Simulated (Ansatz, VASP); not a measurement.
# One calculation of SiSn4, two programs

```
CELL_PARAMETERS angstrom
-3.69363 3.69363 2.33606
3.69363 -3.69363 2.33606
3.69363 3.69363 -2.33606
ATOMIC_POSITIONS crystal
Si 0.50000 0.50000 0.00000
Sn 0.10000 0.70000 0.80000
Sn 0.90000 0.30000 0.20000
Sn 0.70000 0.90000 0.60000
Sn 0.30000 0.10000 0.40000
```

Alike in both runs: task single point; functional PBE; k mesh 4 × 4 × 4; occupations gaussian, width 0.1 eV; no spin polarisation.

|  | VASP | Ansatz |
| --- | --- | --- |
| version | VASP 6.6.1 | Ansatz 0.2.0 |
| potentials or method | VASP PAW PBE potentials, release 64 (Si, Sn_d), cutoff 500 eV | scalar-relativistic, plane waves, PAW |
| valence electrons in the cell | 60 | 60 |

|  | VASP | Ansatz | Ansatz less VASP |
| --- | --- | --- | --- |
| gap on the k mesh at the Fermi level (eV) | none | none | - |
| pressure (GPa) | 0.5 | 0.5 | +0.04 |
| rms of the force components (eV/Å) | 0.109 | 0.109 | +0.0001 |

Atom by atom the forces differ by 0.000 eV/Å (rms over components). A gap of «none» marks a metal or a gap that the smearing closes.

The k mesh is coarse, so the values compare programs but aren't converged.
